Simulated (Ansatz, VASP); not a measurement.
## Hg: VASP beside Ansatz

File POSCAR:

```
Hg
1.0
    1.8778599936      1.0841829728      2.1547276236
   -1.8778599936      1.0841829728      2.1547276236
    0.0000000000     -2.1683659456      2.1547276235
Hg
1
Direct
    0.0000000000      0.0000000000      0.0000000000
```

File INCAR.step1:

```
PREC     = Accurate       # precision mode
ENCUT    = 520            # plane-wave cutoff, eV
ISMEAR   = 1              # smearing method
SIGMA    = 0.03           # smearing width, eV
LREAL    = False          # projectors in reciprocal space
LASPH    = True           # aspherical terms in the spheres
NELM     = 60             # most SCF steps
NBANDS   = 12             # bands
GGA      = PE             # functional
ALGO     = Normal         # electronic algorithm
EDIFF    = 1E-4           # SCF threshold, eV
LWAVE    = True           # write WAVECAR
LCHARG   = False          # write CHGCAR
```

INCAR.step2

```
PREC     = Accurate       # precision mode
ENCUT    = 520            # plane-wave cutoff, eV
EDIFF    = 1E-7           # SCF threshold, eV
ISMEAR   = 1              # smearing method
SIGMA    = 0.03           # smearing width, eV
LREAL    = False          # projectors in reciprocal space
LASPH    = True           # aspherical terms in the spheres
NELM     = 60             # most SCF steps
ALGO     = Normal         # electronic algorithm
ISIF     = 2              # what is computed and relaxed
LWAVE    = False          # write WAVECAR
LCHARG   = False          # write CHGCAR
METAGGA  = R2SCAN         # meta-GGA
LMIXTAU  = True         
NBANDS   = 12             # bands
ISTART   = 1
```

File KPOINTS:

```
Automatic mesh
0
Gamma
  11 11 11
```

Input for Ansatz:

```yaml
crystal:
  lattice:
    - [1.8778599936, 1.0841829728, 2.1547276236]
    - [-1.8778599936, 1.0841829728, 2.1547276236]
    - [0.0, -2.1683659456, 2.1547276235]
  atoms:
    - { symbol: Hg, position: [0.0, 0.0, 0.0] }
hamiltonian:
  xc: r2scan
  pseudopotentials:
    kind: paw
    azcp:
      Hg: "pseudopotentials/Hg.paw.azcp"
basis:
  ecutwfc: 500
  fft_grid_basis: typed
kpoints:
  mp_grid: { grid: [11, 11, 11], shift: [0, 0, 0] }
magnetization:
  spin_polarized: false
scf:
  occupations: { method: cold, width: 0.03 }
  lower_state_search: "off"
output:
  stress: true
```

Alike in both runs: task single point; functional r2SCAN; k mesh 11 × 11 × 11; no spin polarisation.

|  | VASP | Ansatz |
| --- | --- | --- |
| version | VASP 6.6.1 | Ansatz 0.2.0 |
| potentials or method | VASP PAW PBE potentials, release 64 (Hg), cutoff 520 eV | plane waves (500 eV) with PAW, scalar-relativistic |
| occupations | methfessel-paxton of order 1, width 0.03 eV | cold, width 0.03 eV |
| valence electrons in the cell | 12 | 20 |

VASP gave:

```
pressure (GPa)                                                : 0.5
traceless stress, the component that is largest in VASP (GPa) : 0.40
```

Problem. Estimate Ansatz's values.

Solution. Pressure (GPa): 0.1; traceless stress, the component that is largest in VASP (GPa): 0.27.

VASP's potentials were made for PBE, not for r2SCAN. VASP's potentials hold 12 valence electrons a cell and Ansatz's 20, so a difference there can come from the potentials and not from the codes.

Spin-orbit coupling is off throughout.
